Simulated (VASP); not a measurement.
TaN:

```
CELL_PARAMETERS angstrom
5.19600 0.00000 0.00000
-2.59800 4.49987 0.00000
0.00000 0.00000 2.91100
ATOMIC_POSITIONS crystal
Ta 0.00000 0.00000 0.00000
Ta 0.66667 0.33333 0.50000
Ta 0.33333 0.66667 0.50000
N 0.00000 0.39285 0.00000
N 0.60715 0.60715 0.00000
N 0.39285 0.00000 0.00000
```

* Program: VASP 6.6.1
* Task: relaxation of cell and atoms
* Functional: PBEsol
* Dispersion: D3(BJ)
* Potentials or basis: VASP PAW PBE potentials, release 64 (Ta_pv, N)
* Cutoff: 600 eV
* k mesh: 6 × 6 × 9
* Occupations: fermi-dirac, width 0.05 eV
* Spin: no spin polarisation

At the start: pressure -9.3 GPa; volume 11.34 Å³/atom.

**Question.** Where does the relaxation end?

**Answer.** Over 10 steps the energy falls by 9.6 meV/atom and the volume is 11.02 Å³/atom (-2.8 %); space group P-62m (No. 189, to 0.05 Å).

The path:
| step | energy change (eV) | largest force (eV/Å) | pressure (GPa) | volume (Å³) |
| --- | --- | --- | --- | --- |
| 1 | 0.0000 | 0.0237 | -9.25 | 68.06 |
| 2 | 0.3041 | 0.3860 | 27.93 | 61.81 |
| 3 | -0.0562 | 0.1254 | -0.22 | 66.23 |
| 4 | -0.0562 | 0.1278 | 0.00 | 66.19 |
| 5 | -0.0562 | 0.1299 | 0.20 | 66.15 |
| 6 | -0.0572 | 0.0084 | 0.17 | 66.13 |
| 7 | -0.0572 | 0.0144 | 0.17 | 66.13 |
| 8 | -0.0573 | 0.0056 | -0.38 | 66.23 |
| 9 | -0.0574 | 0.0035 | -0.15 | 66.18 |
| 10 | -0.0574 | 0.0035 | 0.10 | 66.13 |

Final structure:
```
Ta N
1.0
     5.14877    0.00000    0.00000
    -2.57439    4.45897    0.00000
     0.00000    0.00000    2.88045
Ta N
3 3
Direct
  0.00000 0.00000 0.00000
  0.66667 0.33333 0.50000
  0.33333 0.66667 0.50000
  0.00000 0.39411 0.00000
  0.60589 0.60589 0.00000
  0.39411 0.00000 0.00000
```

Caveat: the PAW data sets were made with another functional, which shifts forces and pressure a little; pairwise dispersion overbinds metals, which lowers pressure and volume.
